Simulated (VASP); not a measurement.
Here is a VASP 6.6.1 calculation.

File POSCAR:

```
BeS
1.0
    0.0000000000      2.2968006098      2.2968006098
    2.2968006098      0.0000000000      2.2968006098
    2.2968006098      2.2968006098      0.0000000000
Be S
1 1
Direct
    0.0000000000      0.0000000000      0.0000000000
    0.2500000000      0.2500000000      0.2500000000
```

The input INCAR.step1:

```
SYSTEM = BeS
ALGO = Normal
EDIFF = 1E-4
ENCUT = 520
GGA = PE
ISMEAR = -1
LASPH = .TRUE.
LCHARG = .FALSE.
LREAL = .FALSE.
LWAVE = .TRUE.
NBANDS = 11
NELM = 100
PREC = Accurate
SIGMA = 0.05
```

INCAR.step2

```
SYSTEM = BeS
ALGO = Normal
EDIFF = 1E-6
ENCUT = 520
ISIF = 2
ISMEAR = -1
ISTART = 1
LASPH = .TRUE.
LCHARG = .FALSE.
LMIXTAU = .TRUE.
LREAL = .FALSE.
LWAVE = .FALSE.
METAGGA = R2SCAN
NBANDS = 11
NELM = 100
PREC = Accurate
SIGMA = 0.05
```

File KPOINTS:

```
k-points
0
G
  15 15 15
  0 0 0
```

Potentials or basis: VASP PAW PBE potentials, release 64 (Be, S).

The run is started by

```bash
$ cat potpaw_PBE.64/Be/POTCAR potpaw_PBE.64/S/POTCAR > POTCAR
$ cp INCAR.step1 INCAR
$ mpirun -np 1 vasp_std > vasp.out
$ cp INCAR.step2 INCAR
$ mpirun -np 1 vasp_std > vasp.out
```

**Question.** Predict the pressure.

**Answer.** 23.7 GPa.

**Question.** What does it give for the band gap on the k mesh?

**Answer.** 3.18 eV, indirect (least direct gap 6.09 eV).

Caveat: the PAW data sets were made with another functional, which shifts forces and pressure a little. A k mesh can miss the band edges.
